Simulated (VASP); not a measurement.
# Ti9O16 (a cell with a defect): single point with PBE

System: Ti9O16 (a cell with a defect).

```
Ti O
1.0
    -4.64328    4.64328    0.00000
     4.64328    4.64328    0.00000
     0.00000   -4.64328   -5.92776
Ti O
9 16
Direct
  0.73717 0.76234 0.49068
  0.56314 0.52774 0.01472
  0.25613 0.22743 0.49068
  0.95421 0.98607 0.01472
  0.14326 0.63619 0.25633
  0.84989 0.41078 0.73036
  0.61569 0.11923 0.25633
  0.38309 0.81868 0.73036
  0.20558 0.20381 0.90853
  0.24253 0.53550 0.48236
  0.98596 0.30147 0.99768
  0.74052 0.06654 0.50754
  0.51133 0.80554 0.00306
  0.42754 0.60217 0.22418
  0.17761 0.36356 0.75252
  0.93020 0.12262 0.26944
  0.67586 0.85445 0.73955
  0.26964 0.94009 0.50754
  0.99435 0.69661 0.00306
  0.74246 0.44595 0.48236
  0.51434 0.19530 0.99768
  0.84187 0.64591 0.26944
  0.56631 0.38419 0.73954
  0.29927 0.12111 0.22418
  0.07753 0.88805 0.75252
```

* Program: VASP 6.6.1
* Task: single point
* Functional: PBE
* Potentials or basis: VASP PAW PBE potentials, release 64 (Ti_sv, O)
* Cutoff: 520 eV
* k mesh: 3 × 3 × 3
* Occupations: gaussian, width 0.02 eV
* Spin: no spin polarisation
* Dipole correction: no
* Charge: 4
* Further INCAR settings: LREAL = Auto; ALGO = Normal; EDIFF = 1e-07; NBANDS = 120; NELECT = 200.0

The largest force is 0.242 eV/Å.

Forces in eV/Å, atoms in the order of the input:
```
Ti  -0.019 -0.010 -0.011
Ti  -0.006 -0.058  0.049
Ti   0.019  0.010 -0.011
Ti   0.006  0.058  0.049
Ti  -0.006 -0.028  0.045
Ti  -0.109 -0.025 -0.053
Ti   0.006  0.028  0.045
Ti   0.109  0.025 -0.053
Ti   0.000  0.000 -0.242
O   -0.024 -0.089  0.044
O    0.123 -0.096 -0.015
O    0.027 -0.065  0.006
O    0.019 -0.021 -0.009
O   -0.047 -0.078  0.061
O   -0.007  0.007  0.031
O    0.024 -0.077 -0.066
O   -0.005 -0.017  0.040
O   -0.027  0.065  0.006
O   -0.019  0.021 -0.009
O    0.024  0.089  0.044
O   -0.123  0.096 -0.015
O   -0.024  0.077 -0.066
O    0.005  0.017  0.040
O    0.047  0.078  0.061
O    0.007 -0.007  0.031
```

Levels at points of the mesh, in eV from the Fermi level:
```csv
k point,band 96,band 97,band 98,band 99,band 100,band 101,band 102,band 103,band 104,band 105
"(0.00, 0.00, 0.00)",-1.30,-0.88,-0.80,-0.77,-0.17,2.17,2.27,2.47,2.60,2.65
```

Wall time 19 min on 1 thread of Intel(R) Xeon(R) Platinum 8259CL CPU @ 2.50GHz (Skylake/Cascade Lake), on a shared host, peak memory 0.46 GiB.

Caveat: the cell carries a net charge on a neutralising background, which shifts energy and pressure; the cell is charged against a uniform background, so pressure and absolute levels hang on convention.
